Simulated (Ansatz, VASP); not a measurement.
## Two plane-wave programs on MoS

Contents of POSCAR:

```
MoS
1.0
    0.0000000000      2.7699185590      2.7699185590
    2.7699185590      0.0000000000      2.7699185590
    2.7699185590      2.7699185590      0.0000000000
Mo S
1 1
Direct
    0.0000000000      0.0000000000      0.0000000000
    0.5000000000      0.5000000000      0.5000000000
```

The input INCAR.step1:

```
SYSTEM = MoS
PREC = Accurate
ENCUT = 520
ISMEAR = 0
SIGMA = 0.1
LREAL = .FALSE.
LASPH = .TRUE.
NELM = 150
ISPIN = 2
MAGMOM = 2 0
LMAXMIX = 4
LDAU = .TRUE.
LDAUTYPE = 2
LDAUL = 2 -1
LDAUU = 4.38 0
LDAUJ = 0 0
NBANDS = 21
GGA = PE
ALGO = Normal
EDIFF = 1E-4
LWAVE = .TRUE.
LCHARG = .FALSE.
```

Contents of INCAR.step2:

```
SYSTEM = MoS
PREC = Accurate
ENCUT = 520
EDIFF = 1E-7
ISMEAR = 0
SIGMA = 0.1
LREAL = .FALSE.
LASPH = .TRUE.
NELM = 150
ALGO = Normal
ISIF = 2
LWAVE = .FALSE.
LCHARG = .FALSE.
ISPIN = 2
MAGMOM = 2 0
LORBIT = 11
LMAXMIX = 4
LDAU = .TRUE.
LDAUTYPE = 2
LDAUL = 2 -1
LDAUU = 4.38 0
LDAUJ = 0 0
LDAUPRINT = 1
METAGGA = R2SCAN
LMIXTAU = .TRUE.
NBANDS = 21
ISTART = 1
```

File KPOINTS:

```
regular mesh
0
G
  14 14 14
  0 0 0
```

Input for Ansatz:

```yaml
crystal:
  lattice:
    - [0.0, 2.769918559, 2.769918559]
    - [2.769918559, 0.0, 2.769918559]
    - [2.769918559, 2.769918559, 0.0]
  atoms:
    - { symbol: Mo, position: [0.0, 0.0, 0.0], spin: 2.0 }
    - { symbol: S, position: [0.5, 0.5, 0.5] }
basis:
  ecutwfc: 500
kpoints:
  mp_grid: { grid: [14, 14, 14] }
hamiltonian:
  xc: r2scan
  hubbard: { sites: [{ species: Mo, l: d, u_eff: 4.38 }] }
scf:
  occupations: { method: gaussian, width: 0.1 }
output:
  forces: true
  stress: true
  eigenvalues: true
  populations: true
magnetization:
  spin_polarized: true
```

Alike in both runs: task single point; functional r2SCAN; k mesh 14 × 14 × 14; occupations gaussian, width 0.1 eV; collinear spin; Hubbard terms Mo d U = 4.38 eV.

```csv
,VASP,Ansatz
version,VASP 6.6.1,Ansatz 0.2.0
potentials or method,"VASP PAW PBE potentials, release 64 (Mo_sv, S), cutoff 520 eV","scalar-relativistic, plane waves, PAW"
valence electrons in the cell,20,20
```

```tsv
	VASP	Ansatz	Ansatz less VASP
gap on the k mesh at the Fermi level (eV)	none	none	-
pressure (GPa)	-4.2	-3.0	+1.20
net moment per atom (μB)	2.00	2.00	0.000
size of the moment on the site where the two differ most (μB)	3.64	3.31	-0.331
```

VASP's potentials were made for PBE, not for r2SCAN. Site moments also hang on the region over which each program counts them. The programs project onto different local orbitals, so the same U acts differently, and such runs can settle in different states. A gap of «none» marks a metal or a gap that the smearing closes. Ansatz's warnings: filled band counts differ across k points, stability check not made.
